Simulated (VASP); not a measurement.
Wanted: the native input for a VASP 6.6.1 run.

* Task: single point
* Functional: PBE
* Potentials or basis: VASP PAW PBE potentials, release 64 (Y_sv, Ti_sv, Te)
* Cutoff: 520 eV
* k mesh: 4 × 4 × 4
* Occupations: gaussian, width 0.1 eV
* Spin: collinear spin, ferromagnetic start
* Starting moments: [0.0, 1.0, 0.0, 0.0, 0.0] μB
* Dipole correction: no
* Further INCAR settings: ALGO = Normal; EDIFF = 1e-06; NBANDS = 32

The structure of YTiTe3 lies in POSCAR:

```
YTiTe3
1.0
    5.3459223000      0.0000000000      0.0000000000
    0.0000000000      5.3459223000      0.0000000000
    0.0000000000      0.0000000000      5.3459223000
Y Ti Te
1 1 3
Direct
    0.5000000000      0.5000000000      0.5000000000
    0.0000000000      0.0000000000      0.0000000000
    0.5000000000      0.0000000000      0.0000000000
    0.0000000000      0.5000000000      0.0000000000
    0.0000000000      0.0000000000      0.5000000000
```

One way to write it, as run:

INCAR

```
SYSTEM = YTiTe3
PREC     = Accurate       ! precision mode
ENCUT    = 520            ! plane-wave cutoff, eV
EDIFF    = 1E-6           ! SCF threshold, eV
ISMEAR   = 0              ! smearing method
SIGMA    = 0.1            ! smearing width, eV
LREAL    = .False.        ! projectors in reciprocal space
LASPH    = .True.         ! aspherical terms in the spheres
NELM     = 150            ! most SCF steps
ALGO     = Normal         ! electronic algorithm
ISIF     = 2              ! what is computed and relaxed
LWAVE    = .False.        ! write WAVECAR
LCHARG   = .False.        ! write CHGCAR
ISPIN    = 2              ! spin polarisation
MAGMOM   = 0 1 0 0 0      ! initial moments
LORBIT   = 11             ! projections on sites
LMAXMIX  = 4              ! l up to which the mixer works
GGA      = PE             ! functional
NBANDS   = 32             ! bands
```

KPOINTS

```
Automatic mesh
0
Gamma
  4 4 4
  0 0 0
```

Potentials or basis: VASP PAW PBE potentials, release 64 (Y_sv, Ti_sv, Te).

Launch:

```sh
$ cat potpaw_PBE.64/Y_sv/POTCAR potpaw_PBE.64/Ti_sv/POTCAR potpaw_PBE.64/Te/POTCAR > POTCAR
$ mpirun -np 1 vasp_std > vasp.out
```

Results of the run:

```yaml
Pressure: -0.2 GPa
Net_moment: 0.58 μB per cell
Site_moments: Y +0.14; Ti +0.35; Te -0.03 μB
Valence_electrons_inside_the_program's_atomic_spheres: Y 8.88; Ti 10.27; Te 3.45
```

It took 82 s on 1 thread of Intel(R) Xeon(R) 6975P-C (Granite Rapids) (shared host), peak memory 0.34 GiB.
